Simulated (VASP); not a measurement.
The system is MgO5.

```
Mg O
1.0
     3.34815    0.00000    0.00000
     0.00000    3.34815    0.00000
     0.00000    0.00000    5.57037
Mg O
1 5
Direct
  0.50000 0.50000 0.50000
  0.50000 0.50000 0.13547
  0.50000 0.50000 0.86453
  0.00000 0.50000 0.00000
  0.50000 0.00000 0.00000
  0.00000 0.00000 0.50000
```

The cell was generated, and may not be a known phase.

| Property | Result |
| --- | --- |
| Program | VASP 6.6.1 |
| Task | relaxation of cell and atoms |
| Functional | PBE |
| Potentials or basis | VASP PAW PBE potentials, release 64 (Mg, O) |
| Cutoff | 600 eV |
| k mesh | 6 × 6 × 4 |
| Occupations | gaussian, width 0.1 eV |
| Spin | collinear spin, ferromagnetic start |
| Starting moments | [0.0, 1.0, 1.0, 1.0, 1.0, 1.0] μB |

At the start: pressure 7.8 GPa; volume 10.41 Å³/atom.

**Question.** Where does the relaxation end?

**Answer.** Over 20 steps the energy falls by 360.1 meV/atom and the volume is 10.19 Å³/atom (-2.0 %); space group P4/mmm (No. 123, to 0.1 Å) before and after; moment 0.00 μB per cell.

The path:
```tsv
step	energy change (eV)	largest force (eV/Å)	pressure (GPa)	volume (Å³)
1	0.0000	0.5665	7.75	62.44
2	-0.3207	1.8378	0.16	67.07
3	-0.4901	1.2281	-15.40	80.99
4	-0.5572	2.4486	-8.87	73.82
5	-0.5714	1.8030	-12.33	77.25
6	-0.5819	2.0650	-11.05	75.89
7	-0.6882	1.6763	-12.35	76.74
8	-0.7898	0.9033	-14.28	78.14
9	-0.8030	0.5840	-15.14	78.76
10	-0.9797	0.5541	-14.76	77.28
11	-1.4623	0.3414	-12.71	72.94
12	-2.0981	0.0405	-5.46	64.65
13	-2.1476	0.0555	1.32	60.78
14	-2.1546	0.0213	-0.75	61.82
15	-2.1542	0.0313	-0.13	61.50
16	-2.1557	0.0386	-0.03	61.42
17	-2.1590	0.0583	0.29	61.17
18	-2.1586	0.0887	0.96	60.67
19	-2.1600	0.0741	0.59	60.94
20	-2.1607	0.0050	-0.07	61.17
```

Final structure:
```yaml
crystal:
  lattice:
    - [3.03492, 0.00000, 0.00000]
    - [0.00000, 3.03492, 0.00000]
    - [0.00000, 0.00000, 6.64102]
  atoms:
    - { symbol: Mg, position: [0.50000, 0.50000, 0.50000] }
    - { symbol: O, position: [0.50000, 0.50000, 0.17120] }
    - { symbol: O, position: [0.50000, 0.50000, 0.82880] }
    - { symbol: O, position: [0.00000, 0.50000, 0.00000] }
    - { symbol: O, position: [0.50000, 0.00000, 0.00000] }
    - { symbol: O, position: [0.00000, 0.00000, 0.50000] }
```

Caveat: a cell axis changed by over 15 % at a fixed basis, so the end point is rough.
